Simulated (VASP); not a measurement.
A run of VASP 6.6.1 is set up as follows.

File INCAR:

```
  ALGO = Normal
  EDIFF = 1E-6
  ENCUT = 520
  GGA = PS
  ISIF = 2
  ISMEAR = 1
  LASPH = T
  LCHARG = F
  LREAL = F
  LWAVE = F
  NBANDS = 38
  NELM = 60
  PREC = Accurate
  SIGMA = 0.05
```

Contents of KPOINTS:

```
k-points
0
Gamma
  8 8 8
```

The input POSCAR:

```
NbRu3C
1.0
    4.0651380000      0.0000000000      0.0000000000
    0.0000000000      4.0651380000      0.0000000000
    0.0000000000      0.0000000000      4.0651380000
Ru Nb C
3 1 1
Direct
    0.5000000000      0.5000000000      0.0000000000
    0.5000000000      0.0000000000      0.5000000000
    0.0000000000      0.5000000000      0.5000000000
    0.0000000000      0.0000000000      0.0000000000
    0.5000000000      0.5000000000      0.5000000000
```

Potentials or basis: VASP PAW PBE potentials, release 64 (Ru_pv, Nb_sv, C).

Command:

```bash
$ cat potpaw_PBE.64/Ru_pv/POTCAR potpaw_PBE.64/Nb_sv/POTCAR potpaw_PBE.64/C/POTCAR > POTCAR
$ mpirun -np 1 vasp_std > vasp.out
```

Task: What does it give for the band gap on the k mesh?

Result: Zero (an odd number of electrons rules out a gap without spin polarisation).

Task: Estimate the pressure.

Result: -11.9 GPa.

Caveat: the cell stands under tension; the PAW data sets were made with another functional, which shifts forces and pressure a little.
